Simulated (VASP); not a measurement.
Ge4P: relaxation of cell and atoms with PBE

The system is Ge4P.

```
CELL_PARAMETERS angstrom
4.63119 0.00000 0.00000
-2.31559 4.01073 0.00000
0.00000 0.00000 5.43712
ATOMIC_POSITIONS crystal
Ge 0.50000 0.00000 0.50000
Ge 0.00000 0.50000 0.50000
Ge 0.50000 0.50000 0.50000
Ge 0.00000 0.00000 0.50000
P 0.00000 0.00000 0.00000
```

```yaml
Program: VASP 6.6.1
Task: relaxation of cell and atoms
Functional: PBE
Potentials_or_basis: VASP PAW PBE potentials, release 64 (Ge_d, P)
Cutoff: 600 eV
k_mesh: 6 × 6 × 4
Occupations: gaussian, width 0.1 eV
Spin: no spin polarisation
Dipole_correction: no
Further_INCAR_settings: ALGO = Normal; EDIFF = 1e-06; IBRION = 2; EDIFFG = -0.04; NSW = 90; ISIF = 3
```

The relaxed volume is 26.03 Å³/atom, the relaxed cell is a = 5.607 Å, b = 5.607 Å, c = 4.780 Å, α = 90.00°, β = 90.00°, γ = 120.00° and the space group after relaxing (to 0.05 Å) is P6/mmm (No. 191). The energy gained by relaxing is 1303.8 meV/atom and the ionic steps are 10. The pressure after relaxing is 0.0 GPa.

Stress tensor (GPa, compression positive):
```
 0.14  0.00  0.00
 0.00  0.14  0.00
 0.00  0.00 -0.19
```

Step by step:
```csv
step,energy change (eV),largest force (eV/Å),pressure (GPa),volume (Å³)
1,0.0000,0.0000,37.93,100.99
2,-4.9575,0.0000,-7.17,180.54
3,-6.1053,0.0000,-2.35,143.12
4,-6.1107,0.0000,-3.13,145.96
5,-6.1117,0.0000,-2.96,144.95
6,-6.4509,0.0000,-1.70,136.37
7,-6.5157,0.0000,-0.67,132.03
8,-6.5164,0.0000,-0.44,131.41
9,-6.5164,0.0000,-0.54,131.68
10,-6.5191,0.0000,0.03,130.15
```

Final structure:
```
Ge P
1.0
     5.60734    0.00000    0.00000
    -2.80367    4.85610    0.00000
     0.00000    0.00000    4.77975
Ge P
4 1
Direct
  0.50000 0.00000 0.50000
  0.00000 0.50000 0.50000
  0.50000 0.50000 0.50000
  0.00000 0.00000 0.50000
  0.00000 0.00000 0.00000
```

Levels at points of the mesh, in eV from the Fermi level:
```tsv
k point	band 26	band 27	band 28	band 29	band 30	band 31	band 32	band 33	band 34	band 35
(0.00, 0.00, 0.00)	-4.80	-4.80	-4.60	-4.28	-0.30	0.41	0.41	2.52	2.52	4.21
(0.50, 0.00, 0.00)	-4.54	-1.81	-1.29	-0.98	-0.65	0.56	0.83	1.02	1.25	1.97
(0.00, 0.00, 0.50)	-4.37	-4.37	-4.19	-1.96	-1.11	-1.11	1.37	1.37	2.30	3.24
(0.50, 0.00, 0.50)	-2.95	-1.55	-1.44	-1.02	-0.40	0.54	0.72	1.48	1.74	2.63
```

Run time: 7.1 min on 1 thread of Intel(R) Xeon(R) 6975P-C (Granite Rapids), on a shared host, peak memory 0.31 GiB.

Caveat: the volume moved by over 15 % at a fixed basis, so the end points are rough.
